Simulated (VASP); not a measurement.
# I (R-3m) in VASP: relaxation of shape and atoms at fixed volume with PBE

Aim: the relaxation of shape and atoms at fixed volume of I with PBE.

All numbers are computed with VASP 6.6.1; they aren't measurements. Logs are shortened: lines on timing, memory, paths and dates and some standing lists are left out, and cuts for length are marked.

### 1 The cell of the first run

The typed cell holds 2 atoms: a = 4.316 Å, b = 4.316 Å, c = 4.316 Å, α = 59.92°, β = 59.92°, γ = 59.92°.

### 2 Relaxation of shape and atoms at fixed volume, PBE

Contents of INCAR:

```
PREC = Accurate ; ENCUT = 600
EDIFF = 1E-6 ; ISMEAR = -1
SIGMA = 0.1 ; LREAL = F
LASPH = T ; NELM = 60
ALGO = Normal ; ISIF = 4
LWAVE = F ; LCHARG = F
GGA = PE ; IBRION = 2
NSW = 50 ; EDIFFG = -0.005
```

Contents of KPOINTS:

```
regular mesh
0
Gamma
  11 11 11
```

Contents of POSCAR:

```
I
1.0
    2.1555104350     -1.2444845299      3.5266095477
    0.0000000000      2.4889690598      3.5266095477
   -2.1555104350     -1.2444845299      3.5266095477
I
2
Direct
    0.2499996776      0.2499996776      0.2499996776
   -0.2499996776     -0.2499996776     -0.2499996776
```

Potentials or basis: VASP PAW PBE potentials, release 64 (I).

On the command line:

```sh
cat potpaw_PBE.64/I/POTCAR > POTCAR
mpirun -np 1 vasp_std > vasp.out
```

OUTCAR:

```text
PREC = Accurate
   ENCUT = 600
   EDIFF = 1E-6
   ISMEAR = -1
   LREAL = F
   LASPH = T
   NELM = 60
   ISIF = 4
   GGA = PE
   IBRION = 2
   NSW = 50
   EDIFFG = -0.005

 ion  position               nearest neighbor table
   1  0.250  0.250  0.250-   2 3.05   2 3.05   2 3.05   2 3.05   2 3.05   2 3.05
   2  0.750  0.750  0.750-   1 3.05   1 3.05   1 3.05   1 3.05   1 3.05   1 3.05

  LATTYP: Found a trigonal (rhomboedric) cell.
 ALAT       =     4.3164733154
 COS(alpha) =     0.5012623735

  Lattice vectors:

 A1 = (   2.1555104350,  -1.2444845299,   3.5266095477)
 A2 = (   0.0000000000,   2.4889690598,   3.5266095477)
 A3 = (  -2.1555104350,  -1.2444845299,   3.5266095477)

Analysis of symmetry for initial positions (statically):
=====================================================================
 Subroutine PRICEL returns following result:

  LATTYP: Found a trigonal (rhomboedric) cell.
 ALAT       =     3.0502764871
 COS(alpha) =     0.0012613867

  Lattice vectors:

 A1 = (  -2.1555104350,  -1.2444845299,  -1.7632979520)
 A2 = (   0.0000000000,   2.4889690598,  -1.7632979520)
 A3 = (   2.1555104350,  -1.2444845299,  -1.7633115957)

   2 primitive cells build up your supercell.

 Routine SETGRP: Setting up the symmetry group for a
 trigonal (rhombohedral) supercell.

 Subroutine GETGRP returns: Found 12 space group operations
 (whereof 12 operations were pure point group operations)
 out of a pool of 12 trial point group operations.

The static configuration has the point symmetry D_3d.

Analysis of symmetry for dynamics (positions and initial velocities):
=====================================================================
 Subroutine PRICEL returns following result:

  LATTYP: Found a trigonal (rhomboedric) cell.
 ALAT       =     3.0502764871
 COS(alpha) =     0.0012613867

  Lattice vectors:

 A1 = (  -2.1555104350,  -1.2444845299,  -1.7632979520)
 A2 = (   0.0000000000,   2.4889690598,  -1.7632979520)
 A3 = (   2.1555104350,  -1.2444845299,  -1.7633115957)

   2 primitive cells build up your supercell.

 Routine SETGRP: Setting up the symmetry group for a
 trigonal (rhombohedral) supercell.

 Subroutine GETGRP returns: Found 12 space group operations
 (whereof 12 operations were pure point group operations)
 out of a pool of 12 trial point group operations.

The dynamic configuration has the point symmetry D_3d.

 Subroutine INISYM returns: Found 12 space group operations
 (whereof 12 operations are pure point group operations),
 and found     2 'primitive' translations

----------------------------------------------------------------------------------------

                                     Primitive cell

  volume of cell :      28.3803

  direct lattice vectors                    reciprocal lattice vectors
    -2.155510435 -1.244484530 -1.763297952    -0.231964217 -0.133923912 -0.189039222
     0.000000000  2.488969060 -1.763297952    -0.000000598  0.267848860 -0.189039222
     2.155510435 -1.244484530 -1.763311596     0.231963020 -0.133923912 -0.189039222

  length of vectors
     3.050276487  3.050276487  3.050284374     0.327839655  0.327839655  0.327838809

  position of ions in fractional coordinates (direct lattice)
     0.500000000  0.500000000  0.500000000

  ion indices of the primitive-cell ions
   primitive index   ion index
                 1           1

----------------------------------------------------------------------------------------

 KPOINTS: regular mesh

Automatic generation of k-mesh.
 Grid dimensions read from file:
 generate k-points for:   11   11   11

 Generating k-lattice:

  Cartesian coordinates                     Fractional coordinates (reciprocal lattice)
     0.021087602 -0.012174933  0.008592681     0.090909091 -0.000000000 -0.000000000
     0.000000000  0.024349865  0.008592681    -0.000000000  0.090909091 -0.000000000
    -0.021087602 -0.012174933  0.008592681    -0.000000000 -0.000000000  0.090909091

  Length of vectors
     0.025821504  0.025821504  0.025821504

  Shift w.r.t. Gamma in fractional coordinates (k-lattice)
     0.000000000  0.000000000  0.000000000

 Subroutine IBZKPT returns following result:
 ===========================================

 Found    146 irreducible k-points:

 Following reciprocal coordinates:
            Coordinates               Weight
  0.000000  0.000000  0.000000      1.000000
  0.090909  0.000000 -0.000000      6.000000
  0.181818  0.000000 -0.000000      6.000000
  0.272727  0.000000 -0.000000      6.000000
  0.363636  0.000000 -0.000000      6.000000
  0.454545  0.000000 -0.000000      6.000000
[... 16 lines left out ...]
 -0.272727  0.181818  0.000000     12.000000
 -0.181818  0.181818  0.000000      6.000000
 [... further k-points ...]
   k-points           NKPTS =    146   k-points in BZ     NKDIM =    146   number of bands    NBANDS=     11
   number of dos      NEDOS =    301   number of ions     NIONS =      2
   total plane-waves  NPLWV =  46656
   dimension x,y,z NGX =    36 NGY =   36 NGZ =   36
   dimension x,y,z NGXF=    72 NGYF=   72 NGZF=   72
   ions per type =               2
   NGX,Y,Z   is equivalent  to a cutoff of  13.87, 13.87, 13.87 a.u.
   NGXF,Y,Z  is equivalent  to a cutoff of  27.73, 27.73, 27.73 a.u.
 SYSTEM =  unknown system
   PREC   = accura    normal or accurate (medium, high low for compatibility)
   ISTART =      0    job   : 0-new  1-cont  2-samecut
   ICHARG =      2    charge: 1-file 2-atom 10-const
   ISPIN  =      1    spin polarized calculation?
   LNONCOLLINEAR =      F non collinear calculations
   LSORBIT =      F    spin-orbit coupling
   LASPH  =      T    aspherical Exc in radial PAW
   ENCUT  =  600.0 eV  44.10 Ry    6.64 a.u.   8.62  8.62  8.62*2*pi/ulx,y,z
   NELM   =     60;   NELMIN=  2; NELMDL= -5     # of ELM steps
   EDIFF  = 0.1E-05   stopping-criterion for ELM
   LREAL  =      F    real-space projection
   EDIFFG = -.5E-02   stopping-criterion for IOM
   NSW    =     50    number of steps for IOM
   IBRION =      2    ionic relax: 0-MD 1-quasi-New 2-CG
   NFREE  =      1    steps in history (QN), initial steepest desc. (CG)
   ISIF   =      4    stress and relaxation
   ISYM   =      2    0-nonsym 1-usesym 2-fastsym
   POTIM  = 0.5000    time-step for ionic-motion
   TEBEG  =    0.0;   TEEND  =   0.0 temperature during run
   PSTRESS=    0.0 pullay stress
   NELECT =      14.0000    total number of electrons
   NUPDOWN=      -1.0000    fix difference up-down
   EMIN   =  10.00;   EMAX   =-10.00  energy-range for DOS
   EFERMI =   0.00;   METHOD = LEGACY
   ISMEAR =    -1;   SIGMA  =   0.10  broadening in eV -4-tet -1-fermi 0-gaus
   EFERMI_NEDOS =   21; number of points for ismear=-14 and -15
   IALGO  =     38    algorithm
   IMIX   =      4    mixing-type and parameters
     AMIX     =   0.40;   BMIX     =  1.00
     AMIX_MAG =   1.60;   BMIX_MAG =  1.00
  volume/ion in A,a.u.               =      28.38       191.52
  Fermi-wavevector in a.u.,A,eV,Ry     =   1.026679  1.940142 14.341495  1.054070
  Thomas-Fermi vector in A             =   2.160585
   LORBIT       =      0    0 simple, 1 ext, 2 COOP (PROOUT), +10 PAW based schemes
   GGA     = PE    functional components
   LHFCALC =     F    Hartree Fock is set to
   AEXX    =    0.0000 exact exchange contribution
   IVDW    =     0    specifies the selected vdW correction
   LEPSILON=     F    determine dielectric tensor
   LRPA    =     F    only Hartree local field effects (RPA)
 conjugate gradient relaxation of ions
 non-spin polarized calculation
  energy-cutoff  :      600.00
  volume of cell :       56.76
 maximum number of plane-waves:      1917
   NGX = 17   NGY = 17   NGZ = 17

--------------------------------------- Ionic step        1  -------------------------------------------

 number of electron      13.9999999 magnetization

 Free energy of the ion-electron system (eV)
  ---------------------------------------------------
  ext. energy  EPLUGINS =         0.00000000
  ---------------------------------------------------
  free energy    TOTEN  =        -1.11794276 eV

  energy without entropy =       -1.07130465  energy(sigma->0) =       -1.09462371

------------------------ aborting loop because EDIFF is reached ----------------------------------------

  FORCE on cell =-STRESS in cart. coord.  units (eV):
  Direction    XX          YY          ZZ          XY          YZ          ZX
  --------------------------------------------------------------------------------------
  -------------------------------------------------------------------------------------
  Total        8.3493363      8.3493363      8.3778330      0.0000000      0.0000000     -0.0000000
  in kB      235.6754134    235.6754134    236.4797829      0.0000000      0.0000000     -0.0000000
  external PRESSURE =     235.9435365 kB  Pullay stress =       0.0000000 kB
[... 89 lines left out ...]
  FREE ENERGIE OF THE ION-ELECTRON SYSTEM (eV)
  ---------------------------------------------------
  free  energy   TOTEN  =        -1.1180326758 eV

  energy  without entropy=       -1.0714002732  energy(sigma->0) =       -1.09471647

 E-fermi :   7.5357     XC(G=0):  -9.9902

 val. band max:        7.5062279776   @ k =  -0.4545   0.0909   0.0909
 cond. band min:       7.5404922268   @ k =   0.4545   0.3636   0.2727
 fundamental gap:      0.0342642491
 Fermi energy:         7.5357198499

 k-point     1 :       0.0000    0.0000    0.0000
  band No.  band energies     occupation
      1      -7.9918      2.00000
      2      -7.1513      2.00000
      3       1.4194      2.00000
      4       6.0517      2.00000
      5      10.0627      0.00000
      6      10.0627      0.00000
      7      10.3929      0.00000
      8      10.3929      0.00000
      9      16.9479      0.00000
     10      18.0419      0.00000
     11      18.0419      0.00000
[... 310 lines left out ...]
  band No.  band energies     occupation
      1      -6.2612      2.00000
      2      -5.5252      2.00000
      3       3.2092      2.00000
      4       3.9743      2.00000
      5       4.2885      2.00000
      6       6.4152      1.99997
      7       6.5489      1.99990
      8       7.2303      1.90991
      9      14.2466      0.00000
     10      15.8906      0.00000
     11      16.7625      0.00000

 [... further k-points ...]

[... ionic steps 4 to 16 ...]

--------------------------------------- Ionic step       17  -------------------------------------------

 number of electron      14.0000000 magnetization

------------------------ aborting loop because EDIFF is reached ----------------------------------------
[... 67 lines left out ...]
--------------------------------------- Ionic step       19  -------------------------------------------

 number of electron      14.0000000 magnetization

 Free energy of the ion-electron system (eV)
  ---------------------------------------------------
  ext. energy  EPLUGINS =         0.00000000
  ---------------------------------------------------
  free energy    TOTEN  =        -1.82553649 eV

  energy without entropy =       -1.75894138  energy(sigma->0) =       -1.79223893

 E-fermi :   7.4283     XC(G=0): -10.0895

 val. band max:        7.4260698932   @ k =  -0.4545   0.4545   0.0000
 cond. band min:       7.4319016963   @ k =   0.4545   0.3636  -0.0000
 fundamental gap:      0.0058318031
 Fermi energy:         7.4283372952

 k-point     1 :       0.0000    0.0000    0.0000
  band No.  band energies     occupation
      1      -7.5845      2.00000
      2      -4.8547      2.00000
      3       1.2124      2.00000
      4       7.3229      1.48316
      5       7.3229      1.48316
      6       8.6597      0.00001
      7       8.6597      0.00001
      8       9.3846      0.00000
      9      13.3695      0.00000
     10      15.8229      0.00000
     11      15.8229      0.00000
[... 351 lines left out ...]
  FREE ENERGIE OF THE ION-ELECTRON SYSTEM (eV)
  ---------------------------------------------------
  free  energy   TOTEN  =        -1.8255364901 eV

  energy  without entropy=       -1.7589413753  energy(sigma->0) =       -1.79223893

 reached required accuracy - stopping structural energy minimisation
```

Run time: 24 min. Hardware: 1 thread of Intel Xeon 8259CL, shared host; peak memory 0.28 GiB.

What came out:

```
Free energy               : -1.8255 eV
Energy gained by relaxing : 353.8 meV/atom
Ionic steps               : 19
Pressure after relaxing   : 9.2 GPa
Band gap on the k mesh    : zero (bands 7 and 8 overlap by 2.20 eV)
```

The path:
```csv
step,energy change (eV),largest force (eV/Å),pressure (GPa),volume (Å³)
1,0.0000,0.0000,23.59,56.76
2,0.0000,0.0000,23.59,56.76
3,-0.0001,0.0000,23.59,56.76
4,-0.0004,0.0000,23.59,56.76
5,-0.0014,0.0000,23.57,56.76
6,-0.0056,0.0000,23.51,56.76
7,-0.0214,0.0000,23.29,56.76
8,-0.0825,0.0000,22.43,56.76
9,-0.2981,0.0000,19.21,56.76
10,-0.6552,0.0000,11.50,56.76
11,-0.6569,0.0000,13.79,56.76
12,-0.7064,0.0000,8.87,56.76
13,-0.7067,0.0000,8.91,56.76
14,-0.7038,0.0000,9.71,56.76
15,-0.7070,0.0000,8.98,56.76
16,-0.7076,0.0000,9.26,56.76
17,-0.7076,0.0000,9.14,56.76
18,-0.6768,0.0000,10.82,56.76
19,-0.7076,0.0000,9.17,56.76
```

Final structure:
```xyz
2
Lattice="1.7520 -1.0115 5.3384 0.0000 2.0230 5.3384 -1.7520 -1.0115 5.3384" Properties=species:S:1:pos:R:3 pbc="T T T"
I     0.0000    0.0000    4.0038
I     0.0000    0.0000   12.0114
```

Caveat: a cell axis changed by over 15 % at a fixed basis, so the end point is rough; spin-orbit coupling is left out, which moves the levels of the heavy elements.
